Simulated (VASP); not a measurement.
# Al25N24 (a cell with a defect) in VASP: single point with PBE

Aim: the single point of Al25N24 (a cell with a defect) with PBE.

Program: VASP 6.6.1. These are calculated values, not measurements. Logs are shortened: lines on timing, memory, paths and dates and some standing lists are left out, and cuts for length are marked.

**1. The cell of the first run**

The cell holds a defect, 49 atoms: a = 8.023 Å, b = 8.023 Å, c = 8.023 Å, α = 85.02°, β = 85.02°, γ = 85.02°.

**2. Single point, PBE, collinear spin (with an interstitial atom, then relaxed in part)**

File INCAR:

```
PREC = Accurate
ENCUT = 520
EDIFF = 1E-7
ISMEAR = 0
SIGMA = 0.01
LREAL = Auto
LASPH = T
NELM = 150
ALGO = Normal
ISIF = 2
LWAVE = F
LCHARG = F
ISPIN = 2
MAGMOM = 0 0 0 0 0 0 0 0.1 0 0.1 0.1 0 0.1 0 0 0 0.1 0 0.1 0 0 0 0 0 0.1 0 0 0 0 0 0 0 0 0 0 0 0 0 0 0 0 0 0 0 0.1 0.1 0 0.1 0
LORBIT = 11
GGA = PE
NBANDS = 132
NELECT = 193.0
KPAR = 2
NCORE = 2
```

File KPOINTS:

```
Automatic mesh
0
Gamma
  2 2 2
  0.5 0.5 0.5
```

File POSCAR:

```
Al25N24
1.0
    6.2604168406      0.0000000000     -5.0180433216
   -3.1302084203     -5.4216800222     -5.0180433216
   -3.1302084203      5.4216800222     -5.0180433216
Al N
25 24
Direct
    0.1741392831      0.3367852285      0.0031395154
    0.3355658186      0.4960232047      0.6653276852
    0.0031395154      0.1741392831      0.3367852285
    0.8329410410      0.5057534942      0.1675588557
    0.5057534942      0.1675588557      0.8329410410
    0.6653276852      0.3355658186      0.4960232047
    0.3367852285      0.0031395154      0.1741392831
    0.0054631772      0.6390265956      0.8228694417
    0.1675588557      0.8329410410      0.5057534942
    0.6390265956      0.8228694417      0.0054631772
    0.8228694417      0.0054631772      0.6390265956
    0.4960232047      0.6653276852      0.3355658186
    0.8456314213      0.1882836217      0.0155851591
    0.0010526253      0.3309413959      0.6640484007
    0.6640484007      0.0010526253      0.3309413959
    0.5005182173      0.3350521734      0.1676660007
    0.1882836217      0.0155851591      0.8456314213
    0.3350521734      0.1676660007      0.5005182173
    0.0155851591      0.8456314213      0.1882836217
    0.6643773465      0.4977692823      0.8301317902
    0.8301317902      0.6643773465      0.4977692823
    0.3309413959      0.6640484007      0.0010526253
    0.4977692823      0.8301317902      0.6643773465
    0.1676660007      0.5005182173      0.3350521734
    0.9152270428      0.9152270428      0.9152270428
    0.0458731818      0.2166013646      0.8727207237
    0.2060192896      0.3713115078      0.5387368758
    0.8727207237      0.0458731818      0.2166013646
    0.7050806096      0.3804658700      0.0396581955
    0.3804658700      0.0396581955      0.7050806096
    0.5387368758      0.2060192896      0.3713115078
    0.2166013646      0.8727207237      0.0458731818
    0.8689260328      0.5337043177      0.7009289631
    0.0396581955      0.7050806096      0.3804658700
    0.5337043177      0.7009289631      0.8689260328
    0.7009289631      0.8689260328      0.5337043177
    0.3713115078      0.5387368758      0.2060192896
    0.0386770623      0.3773091343      0.2038816220
    0.2107045179      0.5375366113      0.8716741049
    0.8716741049      0.2107045179      0.5375366113
    0.7041107367      0.5413687082      0.3698213706
    0.3773091343      0.2038816220      0.0386770623
    0.5413687082      0.3698213706      0.7041107367
    0.2038816220      0.0386770623      0.3773091343
    0.8712805999      0.7123495210      0.0309368170
    0.0309368170      0.8712805999      0.7123495210
    0.5375366113      0.8716741049      0.2107045179
    0.7123495210      0.0309368170      0.8712805999
    0.3698213706      0.7041107367      0.5413687082
```

Potentials or basis: VASP PAW PBE potentials, release 64 (Al, N).

Run with:

```bash
$ cat potpaw_PBE.64/Al/POTCAR potpaw_PBE.64/N/POTCAR > POTCAR
$ mpirun -np 4 vasp_std > vasp.out
```

OUTCAR:

```text
PREC = Accurate
   ENCUT = 520
   EDIFF = 1E-7
   ISMEAR = 0
   LREAL = Auto
   LASPH = T
   NELM = 150
   ISIF = 2
   ISPIN = 2
   LORBIT = 11
   GGA = PE
   NELECT = 193.0

 ion  position               nearest neighbor table
   1  0.174  0.337  0.003-  39 1.88  42 1.90  38 1.90  26 1.90  17 2.96  13 2.98   8 2.99  22 3.01
                            16 3.03  24 3.06   2 3.12   7 3.13   3 3.13   5 3.14  14 3.17   4 3.18
   2  0.336  0.496  0.665-  43 1.90  49 1.90  39 1.90  27 1.91   8 3.01  18 3.05  20 3.05  24 3.07
                            23 3.08  14 3.10  12 3.10   6 3.10  22 3.11   5 3.11   1 3.12   9 3.14
   3  0.003  0.174  0.337-  40 1.88  38 1.90  44 1.90  28 1.90  13 2.96  19 2.98  11 2.99  14 3.01
                            24 3.03  18 3.06   6 3.12   1 3.13   7 3.13   4 3.14  15 3.17   9 3.18
   4  0.833  0.506  0.168-  41 1.88  38 1.90  29 1.91  45 1.94  13 2.91  21 3.03  24 3.10  16 3.10
                            10 3.11   6 3.11   8 3.13  12 3.14  20 3.14   3 3.14   1 3.18  19 3.23
   5  0.506  0.168  0.833-  43 1.88  42 1.90  30 1.91  48 1.94  17 2.91  20 3.03  16 3.10  18 3.10
                            11 3.11   2 3.11  10 3.13   6 3.14  23 3.14   1 3.14   7 3.18  13 3.23
   6  0.665  0.336  0.496-  41 1.90  43 1.90  40 1.90  31 1.91  11 3.01  16 3.05  21 3.05  18 3.07
                            20 3.08  15 3.10  12 3.10   2 3.10  14 3.11   4 3.11   3 3.12   5 3.14
   7  0.337  0.003  0.174-  47 1.88  44 1.90  42 1.90  32 1.90  19 2.96  17 2.98  10 2.99  15 3.01
                            18 3.03  16 3.06  12 3.12   1 3.13   3 3.13   9 3.14  22 3.17   5 3.18
   8  0.005  0.639  0.823-  39 1.83  33 1.83  45 2.01  46 2.01  25 2.43  14 2.88   1 2.99   2 3.01
                            20 3.05  21 3.05   9 3.11  22 3.11   4 3.13
   9  0.168  0.833  0.506-  49 1.88  44 1.90  34 1.91  46 1.94  19 2.91  23 3.03  18 3.10  24 3.10
[... 50 lines left out ...]
  43  0.541  0.370  0.704-   5 1.88  20 1.89   2 1.90   6 1.90
  44  0.204  0.039  0.377-   7 1.90   3 1.90   9 1.90  18 1.92
  45  0.871  0.712  0.031-  25 1.85   4 1.94   8 2.01  10 2.01  19 2.19
  46  0.031  0.871  0.712-  25 1.85   9 1.94  11 2.01   8 2.01  17 2.19
  47  0.538  0.872  0.211-  10 1.83   7 1.88  15 1.89  12 1.90
  48  0.712  0.031  0.871-  25 1.85   5 1.94  10 2.01  11 2.01  13 2.19
  49  0.370  0.704  0.541-   9 1.88  23 1.89  12 1.90   2 1.90

  LATTYP: Found a trigonal (rhomboedric) cell.
 ALAT       =     8.0233146389
 COS(alpha) =     0.0867490896

  Lattice vectors:

 A1 = (   6.2604168406,   0.0000000000,  -5.0180433216)
 A2 = (  -3.1302084203,  -5.4216800222,  -5.0180433216)
 A3 = (  -3.1302084203,   5.4216800222,  -5.0180433216)

Analysis of symmetry for initial positions (statically):
=====================================================================
 Subroutine PRICEL returns:
 Original cell was already a primitive cell.

 Routine SETGRP: Setting up the symmetry group for a
[... 252 lines left out ...]

 E-fermi :   9.5680     XC(G=0): -10.8863

 val. band max:        9.4930239742   @ k =  -0.2500   0.2500   0.2500
 cond. band min:      10.2992151589   @ k =   0.2500   0.2500   0.2500
 fundamental gap:      0.8061911847
 Fermi energy:         9.5680267970

 spin component 1

 k-point     1 :       0.2500    0.2500    0.2500
  band No.  band energies     occupation
      1      -8.9202      1.00000
      2      -8.1961      1.00000
      3      -7.9988      1.00000
      4      -7.9913      1.00000
      5      -7.5743      1.00000
      6      -7.5419      1.00000
[... 211 lines left out ...]
    107      12.3103      0.00000
    108      12.3298      0.00000
 Fermi energy:         9.5680267970

 spin component 2

 k-point     1 :       0.2500    0.2500    0.2500
  band No.  band energies     occupation
      1      -8.8751      1.00000
      2      -8.1656      1.00000
      3      -7.9754      1.00000
      4      -7.9640      1.00000
      5      -7.5544      1.00000
      6      -7.5189      1.00000
[... 211 lines left out ...]
    107      12.3352      0.00000
    108      12.3525      0.00000
 [bands above 108 left out]

------------------------ aborting loop because EDIFF is reached ----------------------------------------

  FORCE on cell =-STRESS in cart. coord.  units (eV):
  Direction    XX          YY          ZZ          XY          YZ          ZX
  --------------------------------------------------------------------------------------
  -------------------------------------------------------------------------------------
  Total       -7.0003708     -7.0003708      0.8062308      0.0000000      0.0000000      0.0000000
  in kB      -21.9502177    -21.9502177      2.5280007      0.0000000      0.0000000      0.0000000
  external PRESSURE =     -13.7908115 kB  Pullay stress =       0.0000000 kB

 VOLUME and BASIS-vectors are now :
 -----------------------------------------------------------------------------
  energy-cutoff  :      520.00
  volume of cell :      510.97
      direct lattice vectors                 reciprocal lattice vectors
     6.260416841  0.000000000 -5.018043322     0.106489182  0.000000000 -0.066426954
    -3.130208420 -5.421680022 -5.018043322    -0.053244591 -0.092222337 -0.066426954
    -3.130208420  5.421680022 -5.018043322    -0.053244591  0.092222337 -0.066426954

 POSITION                                       TOTAL-FORCE (eV/Angst)
 -----------------------------------------------------------------------------------
      0.02615     -1.80892     -2.57960        -0.000286     -0.000768      0.001765
     -1.53449      0.91791     -7.51159        -0.004266     -0.004706     -0.004592
     -1.57965      0.88181     -2.57960        -0.000522      0.000632      0.001765
      3.10695     -1.83358     -7.55844         0.002480     -0.004143      0.002403
      0.03445      3.60749     -7.55844         0.002348      0.004219      0.002403
      1.56218      0.86995     -7.51159        -0.001942      0.006047     -0.004592
[... 41 lines left out ...]
      1.63548      4.55608     -8.10197        -0.010320     -0.009790      0.002732
     -1.58337     -0.88234     -8.10565         0.002997      0.001272      0.000338
 -----------------------------------------------------------------------------------
    total drift:                                0.000000      0.000000      0.004122

  FREE ENERGIE OF THE ION-ELECTRON SYSTEM (eV)
  ---------------------------------------------------
  free  energy   TOTEN  =      -371.8028097290 eV

  energy  without entropy=     -371.8028097290  energy(sigma->0) =     -371.80280973

 total charge

# of ion       s       p       d       tot
------------------------------------------
    1        0.364   0.434   0.000   0.798
    2        0.362   0.428   0.000   0.790
    3        0.364   0.434   0.000   0.798
    4        0.358   0.420   0.000   0.778
    5        0.358   0.420   0.000   0.778
    6        0.362   0.428   0.000   0.790
[... 41 lines left out ...]
   48        1.225   2.578   0.000   3.804
   49        1.221   2.632   0.000   3.854
--------------------------------------------------
tot         38.555  73.768   0.000 112.322

 magnetization (x)

# of ion       s       p       d       tot
------------------------------------------
    1        0.001   0.001   0.000   0.002
    2       -0.000  -0.000   0.000  -0.000
    3        0.001   0.001   0.000   0.002
    4        0.001   0.002   0.000   0.003
    5        0.001   0.002   0.000   0.003
    6       -0.000  -0.000   0.000  -0.000
[... 41 lines left out ...]
   48        0.005   0.017   0.000   0.022
   49        0.000   0.000   0.000   0.000
--------------------------------------------------
tot          0.150   0.331   0.000   0.481
```

Wall time 2.9 min (4 MPI ranks of Intel Xeon Platinum 8259CL at 2.50GHz (Skylake/Cascade Lake), shared host); peak memory 0.45 GiB.

What came out:

| Property | Result |
| --- | --- |
| Free energy | -371.8028 eV |
| Largest force | 0.014 eV/Å |
| Net moment | 1.00 μB per cell |
| Site moments | Al +0.00, -0.00, +0.01, +0.18 (each value once); N +0.05, +0.00, -0.00, +0.01, +0.02 (each value once) μB |
| Valence electrons inside the program's atomic spheres | Al 0.80, 0.79, 0.78, 0.81, 0.97 (each value once); N 3.83, 3.85, 3.87, 3.84, 3.80 (each value once) |

Forces on the atoms (eV/Å):
```
Al   0.000 -0.001  0.002
Al  -0.004 -0.005 -0.005
Al  -0.001  0.001  0.002
Al   0.002 -0.004  0.002
Al   0.002  0.004  0.002
Al  -0.002  0.006 -0.005
Al   0.001  0.000  0.002
Al  -0.002 -0.003  0.001
Al  -0.005  0.000  0.002
Al   0.004 -0.001  0.001
Al  -0.001  0.004  0.001
Al   0.006 -0.001 -0.005
Al   0.006  0.000  0.000
Al  -0.004 -0.002  0.000
Al   0.001  0.005  0.000
Al   0.002 -0.003  0.004
Al  -0.003  0.005  0.000
Al   0.002  0.004  0.004
Al  -0.003 -0.005  0.000
Al   0.001 -0.004 -0.004
Al  -0.004  0.001 -0.004
Al   0.004 -0.003  0.000
Al   0.002  0.003 -0.004
Al  -0.004  0.000  0.004
Al   0.000  0.000 -0.004
N   -0.001 -0.001  0.001
N    0.000 -0.002  0.001
N   -0.001  0.002  0.001
N   -0.003 -0.001  0.001
N    0.003 -0.002  0.001
N   -0.002  0.001  0.001
N    0.002  0.000  0.001
N   -0.001 -0.002  0.001
N    0.000  0.003  0.001
N    0.002  0.000  0.001
N   -0.001  0.002  0.001
N    0.001  0.001  0.001
N    0.006  0.002 -0.002
N    0.001  0.003 -0.004
N    0.002 -0.002 -0.004
N   -0.003  0.002  0.000
N   -0.005  0.004 -0.002
N    0.000 -0.003  0.000
N   -0.001 -0.006 -0.002
N   -0.003  0.014  0.003
N    0.014 -0.004  0.003
N   -0.003 -0.001 -0.004
N   -0.010 -0.010  0.003
N    0.003  0.001  0.000
```

Caveat: the cell carries a net charge on a neutralising background, which shifts energy and pressure; the cell differs from its parent crystal (with an interstitial atom, then relaxed in part); the cell is charged against a uniform background, so pressure and absolute levels hang on convention.
